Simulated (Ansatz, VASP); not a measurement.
# AlNi3: VASP beside Ansatz

```xyz
4
Lattice="3.5231 0.0000 0.0000 0.0000 3.5231 0.0000 0.0000 0.0000 3.5231" Properties=species:S:1:pos:R:3 pbc="T T T"
Al    0.0000    0.0000    0.0000
Ni    0.0000    1.7615    1.7615
Ni    1.7615    0.0000    1.7615
Ni    1.7615    1.7615    0.0000
```

Alike in both runs: task single point; functional PBE; k mesh 10 × 10 × 10; occupations fermi-dirac, width 0.03 eV; collinear spin.

|  | VASP | Ansatz |
| --- | --- | --- |
| version | VASP 6.6.1 | Ansatz 0.2.0 |
| potentials or method | VASP PAW PBE potentials, release 64 (Al, Ni), cutoff 520 eV | all-electron LAPW, scalar-relativistic |

Ansatz gave:

| Property | Result |
| --- | --- |
| pressure (GPa) | 7.3 |
| net moment per atom (μB) | 0.18 |
| size of the moment on the site where the two differ most (μB) | 0.27 |

Question: What did VASP give for the same quantities?

Answer: Pressure (GPa): 7.0; net moment per atom (μB): 0.00; size of the moment on the site where the two differ most (μB): 0.00.

The net moments are unlike, so the other rows may belong to different states. Site moments also hang on the region over which each program counts them. Ansatz ran all-electron here, and VASP with PAW potentials. Ansatz's warnings: seeded moment not kept.
